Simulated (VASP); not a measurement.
MnS, 2 atoms in the cell. Symmetry: F-43m, No. 216, cubic system. The conventional cell has a = 4.947 Å, b = 4.947 Å, c = 4.947 Å, α = 90.00°, β = 90.00°, γ = 90.00°. Within 2.8 Å of Mn (site symmetry -43m) lie 4 S at 2.14 Å. S (site symmetry -43m) has 4 Mn at 2.14 Å within 2.8 Å. 

* Program: VASP 6.6.1
* Task: relaxation of cell and atoms
* Functional: PBEsol
* Potentials or basis: VASP PAW PBE potentials, release 64 (Mn_pv, S)
* Cutoff: 600 eV
* k mesh: 9 × 9 × 9
* Occupations: fermi-dirac, width 0.05 eV
* Spin: collinear spin, ferromagnetic start
* Starting moments: [4.0, 0.0] μB
* Hubbard terms: Mn d U = 6.0 eV
* Dipole correction: no
* Further INCAR settings: ALGO = Normal; EDIFF = 1e-06; IBRION = 2; EDIFFG = -0.01; NSW = 60; ISIF = 3

Potentials or basis: VASP PAW PBE potentials, release 64 (Mn_pv, S).

Run with:

```bash
$ cat potpaw_PBE.64/Mn_pv/POTCAR potpaw_PBE.64/S/POTCAR > POTCAR
$ mpirun -np 1 vasp_std > vasp.out
```

Hardware: 1 thread of Oxide Virtual Turin-like Processor (shared host).

**Question.** Estimate the wall time of this run.

**Answer.** Wall time 2.1 min on 1 thread of Oxide Virtual Turin-like Processor, with other jobs on the host, peak memory 0.16 GiB. Counts: scf iterations 58, k points 35, ion steps 4.
